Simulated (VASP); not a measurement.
Here is a VASP 6.6.1 calculation.

INCAR

```
SYSTEM = VPt3
  PREC = Accurate
  ENCUT = 520
  EDIFF = 1E-6
  ISMEAR = -1
  SIGMA = 0.1
  LREAL = .FALSE.
  LASPH = .TRUE.
  NELM = 150
  ALGO = Normal
  ISIF = 2
  LWAVE = .FALSE.
  LCHARG = .FALSE.
  ISPIN = 2
  MAGMOM = 2 0 0 0
  LORBIT = 11
  LMAXMIX = 4
  NBANDS = 34
```

The input KPOINTS:

```
regular mesh
0
G
  7 7 7
  0 0 0
```

File POSCAR:

```
VPt3
1.0
    3.8790000000      0.0000000000      0.0000000000
    0.0000000000      3.8790000000      0.0000000000
    0.0000000000      0.0000000000      3.8790000000
V Pt
1 3
Direct
    0.0000000000      0.0000000000      0.0000000000
    0.0000000000      0.5000000000      0.5000000000
    0.5000000000      0.0000000000      0.5000000000
    0.5000000000      0.5000000000      0.0000000000
```

Potentials or basis: VASP PAW LDA potentials, release 64 (V_sv, Pt).

Run with:

```bash
$ cat potpaw_LDA.64/V_sv/POTCAR potpaw_LDA.64/Pt/POTCAR > POTCAR
$ mpirun -np 1 vasp_std > vasp.out
```

(1) Estimate the net moment.

(2) What does it give for the site moments?

(3) Predict the pressure.

Answers

(1) 1.28 μB per cell.

(2) V +1.27; Pt -0.03 μB.

(3) -6.8 GPa.

Caveat: the cell stands under tension.
